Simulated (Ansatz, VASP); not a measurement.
# Sb in VASP and in Ansatz

INCAR

```
SYSTEM = Sb
PREC = Accurate
ENCUT = 520
EDIFF = 1E-6
ISMEAR = 0
SIGMA = 0.15
LREAL = .False.
LASPH = .True.
NELM = 60
ALGO = Normal
ISIF = 2
LWAVE = .False.
LCHARG = .False.
GGA = PS
NBANDS = 8
```

File KPOINTS:

```
Automatic mesh
0
Gamma
  18 18 18
  0 0 0
```

Contents of POSCAR:

```
Sb
1.0
    0.0000000000      2.3712425216      2.3712425216
    2.4305235846      0.0000000000      2.3712425216
    2.4305235846      2.3712425216      0.0000000000
Sb
1
Direct
    0.0000000000      0.0000000000      0.0000000000
```

Input for Ansatz:

```yaml
crystal:
  lattice:
    - [0.0, 2.3712425216, 2.3712425216]
    - [2.4305235846, 0.0, 2.3712425216]
    - [2.4305235846, 2.3712425216, 0.0]
  atoms:
    - { symbol: Sb, position: [0.0, 0.0, 0.0] }
basis:
  ecutwfc: 420
kpoints:
  mp_grid: { grid: [18, 18, 18] }
hamiltonian:
  xc: pbesol
scf:
  occupations: { method: gaussian, width: 0.15 }
output:
  forces: true
  stress: true
  eigenvalues: true
```

Change from the starting cell: strain +0.0250 x Voigt [1, 0, 0, 0, 0, 0], atoms carried along.

Alike in both runs: task single point; functional PBEsol; k mesh 18 × 18 × 18; occupations gaussian, width 0.15 eV; no spin polarisation.

```csv
,VASP,Ansatz
version,VASP 6.6.1,Ansatz 0.2.0
potentials or method,"VASP PAW PBE potentials, release 64 (Sb), cutoff 520 eV","scalar-relativistic, plane waves, PAW"
valence electrons in the cell,5,15
```

Ansatz gave:

- gap on the k mesh at the Fermi level (eV): none
- pressure (GPa): -2.6
- traceless stress, the component that is largest in VASP (GPa): 0.27

Question: Estimate VASP's values.

Answer: gap on the k mesh at the Fermi level (eV): none; pressure (GPa): -2.7; traceless stress, the component that is largest in VASP (GPa): 0.27.

VASP's potentials were made for PBE, not for PBEsol. A gap of «none» marks a metal or a gap that the smearing closes. VASP's potentials hold 5 valence electrons a cell and Ansatz's 15, so a difference there can come from the potentials and not from the codes.

Neither program's run includes spin-orbit coupling.
